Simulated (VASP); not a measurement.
CdF4: single point with PBE

The system is CdF4.

```xyz
5
Lattice="-2.6175 2.6175 2.6175 2.6175 -2.6175 2.6175 2.6175 2.6175 -2.6175" Properties=species:S:1:pos:R:3 pbc="T T T"
Cd    0.0000    0.0000    0.0000
F     1.3087    1.3087    1.3087
F     1.3087    1.3087   -1.3087
F     1.3087   -1.3087    1.3087
F    -1.3087    1.3087    1.3087
```

* Program: VASP 6.6.1
* Task: single point
* Functional: PBE
* Potentials or basis: VASP PAW PBE potentials, release 64 (Cd, F)
* Cutoff: 520 eV
* k mesh: 10 × 10 × 10
* Occupations: gaussian, width 0.1 eV
* Spin: no spin polarisation

```
Pressure               : 0.4 GPa
Band gap on the k mesh : zero (band 20 reaches -3.45 eV, above the bottom of band 21 at -4.23 eV)
```

Levels at points of the mesh, in eV from the Fermi level:
| k point | band 17 | band 18 | band 19 | band 20 | band 21 | band 22 | band 23 | band 24 |
| --- | --- | --- | --- | --- | --- | --- | --- | --- |
| (0.00, 0.00, 0.00) | -0.37 | -0.37 | -0.37 | 0.25 | 0.25 | 4.99 | 12.25 | 14.49 |
| (0.50, 0.00, 0.00) | -0.76 | -0.70 | -0.24 | -0.12 | 0.17 | 7.90 | 10.82 | 13.41 |
| (0.50, 0.50, 0.50) | 0.06 | 0.06 | 0.20 | 0.20 | 0.20 | 9.88 | 11.92 | 11.92 |

It took 56 s on 1 thread of AMD EPYC 9R45 96-Core Processor (Zen 5) (shared host), peak memory 0.21 GiB.
